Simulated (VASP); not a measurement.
# Ge: single point with PBEsol

Ge:

```
CELL_PARAMETERS angstrom
1.51409 -2.64010 0.00000
1.51409 2.64010 0.00000
0.00000 0.00000 4.72760
ATOMIC_POSITIONS crystal
Ge 0.66655 0.33345 0.25000
Ge 0.33345 0.66655 0.75000
```

This cell differs from its parent crystal: strain +0.0175 x Voigt [1, 1, 0, 0, 0, 0].

```json
{
  "Program": "VASP 6.6.1",
  "Task": "single point",
  "Functional": "PBEsol",
  "Potentials or basis": "VASP PAW PBE potentials, release 64 (Ge_d)",
  "Cutoff": "520 eV",
  "k mesh": "18 × 18 × 10",
  "Occupations": "gaussian, width 0.15 eV",
  "Spin": "no spin polarisation",
  "Dipole correction": "no",
  "Further INCAR settings": "ALGO = Normal; EDIFF = 1e-07; NBANDS = 21"
}
```

- Pressure: -2.0 GPa
- Largest force: 0.003 eV/Å
- Band gap on the k mesh: zero (bands 14 and 15 overlap by 9.21 eV)

Forces on the atoms (eV/Å):
```
Ge   0.000  0.003  0.000
Ge   0.000 -0.003  0.000
```

Stress tensor (GPa, compression positive):
```
-2.19  0.00  0.00
 0.00 -2.44  0.00
 0.00  0.00 -1.29
```

Levels at points of the mesh, in eV from the Fermi level:
```csv
k point,band 10,band 11,band 12,band 13,band 14,band 15,band 16,band 17,band 18,band 19
"(0.00, 0.00, 0.00)",-24.56,-13.18,-7.30,-5.36,6.05,6.16,8.14,8.25,9.89,10.73
"(0.50, 0.00, 0.00)",-24.55,-8.50,-7.12,-2.31,-1.17,-0.93,1.38,2.11,6.13,6.88
"(0.50, 0.50, 0.00)",-24.55,-8.57,-7.16,-2.34,-1.19,-0.99,1.35,2.26,6.26,7.02
"(0.00, 0.00, 0.50)",-24.58,-11.50,-11.50,1.99,1.99,7.19,7.19,7.29,7.29,12.10
"(0.50, 0.00, 0.50)",-24.55,-7.09,-7.09,-4.85,-4.85,3.77,3.77,4.89,4.89,8.47
"(0.50, 0.50, 0.50)",-24.56,-7.16,-7.16,-4.88,-4.88,3.92,3.92,4.92,4.92,8.54
```

Run time: 95 s on 1 thread of Intel(R) Xeon(R) 6975P-C (Granite Rapids), with other jobs on the host, peak memory 0.42 GiB.

Caveat: the cell differs from its parent crystal (strain +0.0175 x Voigt [1, 1, 0, 0, 0, 0]); the PAW data sets were made with another functional, which shifts forces and pressure a little.
